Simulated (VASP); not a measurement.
# Ti (P6_3/mmc) in VASP: single point with PBE

Aim: the single point of Ti with PBE.

All numbers are computed with VASP 6.6.1; they aren't measurements. Logs are shortened: lines on timing, memory, paths and dates and some standing lists are left out, and cuts for length are marked.

**1. The cell of the first run**

It takes space group P6_3/mmc (No. 194, hexagonal). Conventional cell: a = 2.939 Å, b = 2.939 Å, c = 4.649 Å, α = 90.00°, β = 90.00°, γ = 120.00°. Ti (site symmetry -6m2) has 12 Ti at 2.88 to 2.94 Å within 3.8 Å.

**2. Single point, PBE**

Input file INCAR:

```
SYSTEM = Ti
PREC = Accurate ; ENCUT = 520
EDIFF = 1E-7 ; ISMEAR = 1
SIGMA = 0.1 ; LREAL = Auto
LASPH = .True. ; NELM = 80
ALGO = Normal ; ISIF = 2
LWAVE = .False. ; LCHARG = .True.
GGA = PE ; LELF = .True.
LVHAR = .True. ; NBANDS = 110
```

Input file KPOINTS:

```
regular mesh
0
Gamma
  4 4 2
  0 0 0
```

Input file POSCAR:

```
Ti
1.0
    5.8787149790      0.0000000578      0.0000000000
   -2.9393575396      5.0911164846      0.0000000000
    0.0000000000      0.0000000000      9.2970418644
Ti
16
Direct
    0.1666666666      0.3333333334      0.1250000000
    0.3333333334      0.1666666666      0.3750000000
    0.1666666666      0.3333333334      0.6250000000
    0.3333333334      0.1666666666      0.8750000000
    0.1666666666      0.8333333333      0.1250000000
    0.3333333334      0.6666666666      0.3750000000
    0.1666666666      0.8333333333      0.6250000000
    0.3333333334      0.6666666666      0.8750000000
    0.6666666666      0.3333333334      0.1250000000
    0.8333333333      0.1666666666      0.3750000000
    0.6666666666      0.3333333334      0.6250000000
    0.8333333333      0.1666666666      0.8750000000
    0.6666666666      0.8333333333      0.1250000000
    0.8333333333      0.6666666666      0.3750000000
    0.6666666666      0.8333333333      0.6250000000
    0.8333333333      0.6666666666      0.8750000000
```

Potentials or basis: VASP PAW PBE potentials, release 64 (Ti_sv).

On the command line:

```console
$ cat potpaw_PBE.64/Ti_sv/POTCAR > POTCAR
$ mpirun -np 1 vasp_std > vasp.out
```

OUTCAR:

```text
SYSTEM = Ti
   PREC = Accurate
   ENCUT = 520
   EDIFF = 1E-7
   ISMEAR = 1
   LREAL = Auto
   LASPH = .True.
   NELM = 80
   ISIF = 2
   GGA = PE

 ion  position               nearest neighbor table
   1  0.167  0.333  0.125-   6 2.88   8 2.88  10 2.88  12 2.88   2 2.88   4 2.88
   2  0.333  0.167  0.375-   9 2.88  11 2.88   5 2.88   7 2.88   1 2.88   3 2.88
   3  0.167  0.333  0.625-   6 2.88   8 2.88  10 2.88  12 2.88   2 2.88   4 2.88
   4  0.333  0.167  0.875-   9 2.88  11 2.88   5 2.88   7 2.88   1 2.88   3 2.88
   5  0.167  0.833  0.125-  14 2.88  16 2.88   2 2.88   4 2.88   6 2.88   8 2.88
   6  0.333  0.667  0.375-  13 2.88  15 2.88   1 2.88   3 2.88   5 2.88   7 2.88
[... 8 lines left out ...]
  15  0.667  0.833  0.625-   6 2.88   8 2.88  10 2.88  12 2.88  14 2.88  16 2.88
  16  0.833  0.667  0.875-   9 2.88  11 2.88   5 2.88   7 2.88  13 2.88  15 2.88
[... 7 lines left out ...]
 A1 = (   5.8787149790,   0.0000000578,   0.0000000000)
 A2 = (  -2.9393575396,   5.0911164846,   0.0000000000)
 A3 = (   0.0000000000,   0.0000000000,   9.2970418644)

Analysis of symmetry for initial positions (statically):
=====================================================================
 Subroutine PRICEL returns following result:

  LATTYP: Found a hexagonal cell.
 ALAT       =     2.9393574901
 C/A-ratio  =     1.5814751856

  Lattice vectors:

 A1 = (   2.9393574901,   0.0000000289,   0.0000000000)
 A2 = (  -1.4696787698,   2.5455582423,   0.0000000000)
 A3 = (   0.0000000000,   0.0000000000,   4.6485209322)

   8 primitive cells build up your supercell.

 Routine SETGRP: Setting up the symmetry group for a
 hexagonal supercell.

 Subroutine GETGRP returns: Found 24 space group operations
 (whereof 12 operations were pure point group operations)
 out of a pool of 24 trial point group operations.

The static configuration has the point symmetry D_3d.
 The point group associated with its full space group is D_6h.

Analysis of symmetry for dynamics (positions and initial velocities):
=====================================================================
 Subroutine PRICEL returns following result:

  LATTYP: Found a hexagonal cell.
 ALAT       =     2.9393574901
 C/A-ratio  =     1.5814751856

  Lattice vectors:

 A1 = (   2.9393574901,   0.0000000289,   0.0000000000)
 A2 = (  -1.4696787698,   2.5455582423,   0.0000000000)
 A3 = (   0.0000000000,   0.0000000000,   4.6485209322)

   8 primitive cells build up your supercell.

 Routine SETGRP: Setting up the symmetry group for a
 hexagonal supercell.

 Subroutine GETGRP returns: Found 24 space group operations
[... 93 lines left out ...]
   ISIF   =      2    stress and relaxation
   ISYM   =      2    0-nonsym 1-usesym 2-fastsym
   POTIM  = 0.5000    time-step for ionic-motion
   TEBEG  =    0.0;   TEEND  =   0.0 temperature during run
   PSTRESS=    0.0 pullay stress
   NELECT =     192.0000    total number of electrons
   NUPDOWN=      -1.0000    fix difference up-down
   EMIN   =  10.00;   EMAX   =-10.00  energy-range for DOS
   EFERMI =   0.00;   METHOD = LEGACY
   ISMEAR =     1;   SIGMA  =   0.10  broadening in eV -4-tet -1-fermi 0-gaus
   EFERMI_NEDOS =   21; number of points for ismear=-14 and -15
   IALGO  =     38    algorithm
   IMIX   =      4    mixing-type and parameters
     AMIX     =   0.40;   BMIX     =  1.00
     AMIX_MAG =   1.60;   BMIX_MAG =  1.00
  volume/ion in A,a.u.               =      17.39       117.36
  Fermi-wavevector in a.u.,A,eV,Ry     =   1.446645  2.733762 28.474006  2.092780
  Thomas-Fermi vector in A             =   2.564690
   LORBIT       =      0    0 simple, 1 ext, 2 COOP (PROOUT), +10 PAW based schemes
   GGA     = PE    functional components
   LHFCALC =     F    Hartree Fock is set to
   AEXX    =    0.0000 exact exchange contribution
   IVDW    =     0    specifies the selected vdW correction
   LEPSILON=     F    determine dielectric tensor
   LRPA    =     F    only Hartree local field effects (RPA)
 non-spin polarized calculation
 Methfessel and Paxton  Order N= 1 SIGMA  =   0.10
  energy-cutoff  :      520.00
  volume of cell :      278.25
 maximum number of plane-waves:      7520
 NGX is ok and might be reduce to    48
   NGX = 21   NGY = 21   NGZ = 35

 number of electron     192.0000001 magnetization

 Free energy of the ion-electron system (eV)
  ---------------------------------------------------
  ext. energy  EPLUGINS =         0.00000000
  ---------------------------------------------------
  free energy    TOTEN  =      -125.52073105 eV

  energy without entropy =     -125.53461922  energy(sigma->0) =     -125.52536044

 E-fermi :   8.3775     XC(G=0): -11.4907

 val. band max:        8.3590867180   @ k =   0.2500   0.2500   0.5000
 cond. band min:       8.4068728586   @ k =   0.2500   0.0000   0.0000
 fundamental gap:      0.0477861407
 Fermi energy:         8.3774796166

 k-point     1 :       0.0000    0.0000    0.0000
  band No.  band energies     occupation
      1     -48.5371      2.00000
      2     -48.4691      2.00000
      3     -48.4691      2.00000
      4     -48.4205      2.00000
      5     -48.4205      2.00000
      6     -48.4205      2.00000
[... 877 lines left out ...]
    107       9.0745     -0.00000
    108       9.0748     -0.00000
 [bands above 108 left out]

------------------------ aborting loop because EDIFF is reached ----------------------------------------

  FORCE on cell =-STRESS in cart. coord.  units (eV):
  Direction    XX          YY          ZZ          XY          YZ          ZX
  --------------------------------------------------------------------------------------
  -------------------------------------------------------------------------------------
  Total       -0.5618657     -0.5618657     -1.4820401      0.0000000      0.0000000     -0.0000000
  in kB       -3.2352132     -3.2352132     -8.5335610      0.0000000      0.0000000     -0.0000000
  external PRESSURE =      -5.0013291 kB  Pullay stress =       0.0000000 kB

 VOLUME and BASIS-vectors are now :
 -----------------------------------------------------------------------------
  energy-cutoff  :      520.00
  volume of cell :      278.25
      direct lattice vectors                 reciprocal lattice vectors
     5.878714979  0.000000058  0.000000000     0.170105201  0.098210286  0.000000000
    -2.939357540  5.091116485  0.000000000    -0.000000002  0.196420569  0.000000000
     0.000000000  0.000000000  9.297041864     0.000000000  0.000000000  0.107561095

 POSITION                                       TOTAL-FORCE (eV/Angst)
 -----------------------------------------------------------------------------------
     -0.00000      1.69704      1.16213        -0.000000      0.000000     -0.000000
      1.46968      0.84852      3.48639         0.000000     -0.000000      0.000000
     -0.00000      1.69704      5.81065        -0.000000      0.000000      0.000000
      1.46968      0.84852      8.13491         0.000000     -0.000000     -0.000000
     -1.46968      4.24260      1.16213        -0.000000     -0.000000      0.000000
     -0.00000      3.39408      3.48639         0.000000      0.000000     -0.000000
[... 8 lines left out ...]
      1.46968      4.24260      5.81065        -0.000000      0.000000     -0.000000
      2.93936      3.39408      8.13491         0.000000     -0.000000      0.000000
 -----------------------------------------------------------------------------------
    total drift:                                0.000003      0.000004      0.000001

  FREE ENERGIE OF THE ION-ELECTRON SYSTEM (eV)
  ---------------------------------------------------
  free  energy   TOTEN  =      -125.5207310506 eV

  energy  without entropy=     -125.5346192185  energy(sigma->0) =     -125.52536044
```

stdout:

```text
POSCAR found type information on POSCAR Ti
 POSCAR found :  1 types and      16 ions
 scaLAPACK will be used
 LDA part: xc-table for (Slater+PW92), standard interpolation
 POSCAR, INCAR and KPOINTS ok, starting setup
 FFT: planning ... GRIDC
 FFT: planning ... GRID_SOFT
 FFT: planning ... GRID
 WAVECAR not read
 entering main loop
```

Run time: 6 min. Hardware: 1 thread of Intel Xeon Platinum 8488C (Sapphire Rapids), shared host; peak memory 0.45 GiB.

What came out:

| Quantity | Value |
| --- | --- |
| Free energy | -125.5207 eV |
| Pressure | -0.5 GPa |
| Band gap on the k mesh | zero (band 96 reaches 8.94 eV, above the bottom of band 97 at 8.09 eV) |

Levels at points of the mesh, in eV from the Fermi level:
```csv
k point,band 92,band 93,band 94,band 95,band 96,band 97,band 98,band 99
"(0.00, 0.00, 0.00)",-0.69,0.04,0.04,0.42,0.42,0.42,0.58,0.58
"(0.50, 0.00, 0.00)",-0.58,-0.58,-0.58,-0.48,-0.48,-0.18,-0.18,-0.18
"(0.00, 0.00, 0.50)",-1.11,0.11,0.11,0.57,0.57,0.57,0.57,0.57
"(0.50, 0.00, 0.50)",-0.90,-0.34,-0.34,-0.34,-0.34,0.15,0.15,0.15
```
